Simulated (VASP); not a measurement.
# BaZrO3: single point with r2SCAN

Crystal: BaZrO3.

```
Ba Zr O
1.0
     4.14616    0.05147    0.00738
     0.05147    4.25346   -0.00471
     0.00738   -0.00471    4.18797
Ba Zr O
1 1 3
Cartesian
  0.0597 0.0097 0.0239
  2.0471 2.1861 2.0987
  0.0070 2.1276 2.1091
  2.1071 2.1193 -0.0065
  2.0866 0.0076 2.0608
```

This cell differs from its parent crystal: atoms moved at random and the cell strained at random.

| Item | Value |
| --- | --- |
| Program | VASP 6.6.1 |
| Task | single point |
| Functional | r2SCAN |
| Potentials or basis | VASP PAW PBE potentials, release 64 (Ba_sv, Zr_sv, O) |
| Cutoff | 520 eV |
| k mesh | 6 × 6 × 6 |
| Occupations | gaussian, width 0.05 eV |
| Spin | no spin polarisation |
| Dipole correction | no |
| Further INCAR settings | ALGO = Normal; EDIFF = 1e-06; NBANDS = 28 |

| Quantity | Value |
| --- | --- |
| Pressure | 2.6 GPa |
| Largest force | 0.776 eV/Å |
| Band gap on the k mesh | 3.64 eV (least direct gap 3.89 eV) |

Forces in eV/Å, atoms in the order of the input:
```
Ba  -0.480  0.137 -0.094
Zr   0.708 -0.317 -0.017
O    0.104 -0.047 -0.065
O   -0.154  0.040  0.089
O   -0.178  0.187  0.087
```

Stress tensor (GPa, compression positive):
```
 5.46 -2.28 -0.20
-2.28 -0.47  0.19
-0.20  0.19  2.70
```

Levels at points of the mesh, in eV from the valence-band top:
| k point | band 17 | band 18 | band 19 | band 20 | band 21 | band 22 | band 23 | band 24 |
| --- | --- | --- | --- | --- | --- | --- | --- | --- |
| (0.00, 0.00, 0.00) | -1.00 | -0.35 | -0.31 | -0.25 | 3.64 | 3.71 | 3.82 | 5.07 |
| (0.50, 0.00, 0.00) | -1.73 | -1.67 | -0.56 | -0.54 | 4.14 | 6.32 | 6.33 | 7.06 |
| (0.00, 0.50, 0.00) | -1.62 | -1.53 | -0.53 | -0.48 | 4.17 | 6.00 | 6.03 | 6.77 |
| (0.50, 0.50, 0.00) | -0.99 | -0.95 | -0.84 | -0.12 | 5.99 | 6.31 | 6.95 | 7.10 |
| (0.00, 0.00, 0.50) | -1.74 | -1.61 | -0.59 | -0.48 | 4.17 | 6.12 | 6.23 | 6.95 |
| (0.50, 0.00, 0.50) | -0.90 | -0.89 | -0.87 | -0.07 | 6.14 | 6.24 | 7.07 | 7.11 |
| (0.00, 0.50, 0.50) | -1.06 | -1.06 | -0.80 | -0.14 | 5.98 | 6.16 | 6.80 | 7.17 |
| (0.50, 0.50, 0.50) | -2.44 | -0.06 | -0.03 | 0.00 | 6.45 | 6.53 | 6.67 | 7.37 |

Wall time 7.4 min on 1 thread of Intel(R) Xeon(R) Platinum 8259CL CPU @ 2.50GHz (Skylake/Cascade Lake), with other jobs on the host, peak memory 0.35 GiB.

Caveat: the cell differs from its parent crystal (atoms moved at random and the cell strained at random); the PAW data sets were made with another functional, which shifts forces and pressure a little; spin-orbit coupling is left out, which moves the levels of the heavy elements. A k mesh can miss the band edges.
